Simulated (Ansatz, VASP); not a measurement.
Fe: VASP beside Ansatz

```xyz
8
Lattice="4.4411 0.0000 0.0000 0.0000 4.4411 0.0000 0.0000 0.0000 4.4411" Properties=species:S:1:pos:R:3 pbc="T T T"
Fe    0.0000    4.4411    0.0000
Fe    2.2206    2.2206    2.2206
Fe    1.1103    4.4411    2.2206
Fe    3.3308    0.0000    2.2206
Fe    2.2206    1.1103    0.0000
Fe    2.2206    3.3308    0.0000
Fe    4.4411    2.2206    1.1103
Fe    4.4411    2.2206    3.3308
```

Alike in both runs: task single point; functional PBEsol; k mesh 8 × 8 × 8; occupations fermi-dirac, width 0.05 eV; collinear spin.

|  | VASP | Ansatz |
| --- | --- | --- |
| version | VASP 6.6.1 | Ansatz 0.2.0 |
| potentials or method | VASP PAW PBE potentials, release 64 (Fe), cutoff 520 eV | plane waves (420 eV) with PAW, scalar-relativistic |
| valence electrons in the cell | 64 | 128 |

```tsv
	VASP	Ansatz	Ansatz less VASP
net moment per atom (μB)	2.06	2.05	-0.011
size of the moment on the site where the two differ most (μB)	1.88	1.92	+0.040
```

VASP's potentials were made for PBE, not for PBEsol, and Ansatz warns of the same on its side. Site moments also hang on the region over which each program counts them. VASP's potentials hold 64 valence electrons a cell and Ansatz's 128, so a difference there can come from the potentials and not from the codes.
